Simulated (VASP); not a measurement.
The system is H.

```
H
1.0
     2.61060   -2.54900    0.01710
     2.56116    2.49847    0.02311
     0.03175    0.00485    4.11224
H
4
Direct
  0.96700 0.01327 0.05644
  0.45420 0.57213 0.40121
  0.53697 0.44315 0.49260
  0.07921 0.93731 0.91170
```

This cell differs from its parent crystal: atoms moved at random and the cell strained at random.

Base run:

```yaml
Program: VASP 6.6.1
Functional: PBEsol
Potentials_or_basis: VASP PAW PBE potentials, release 64 (H)
Cutoff: 520 eV
k_mesh: 6 × 6 × 6
Occupations: gaussian, width 0.02 eV
Spin: no spin polarisation
```

Its results: band gap on the k mesh 9.02 eV, indirect (least direct gap 9.41 eV); pressure 2.7 GPa; largest force 4.588 eV/Å.

**Question.** The run is repeated on the same cell with these changes: k mesh from 6 × 6 × 6 to 1 × 1 × 1. What comes out?

**Answer.** Band gap on the k mesh 11.72 eV; pressure -1.2 GPa; largest force 5.106 eV/Å.

Caveats: some runs use coarse meshes; the PAW data sets were made with another functional, which shifts forces and pressure a little.

A k mesh can miss the band edges.
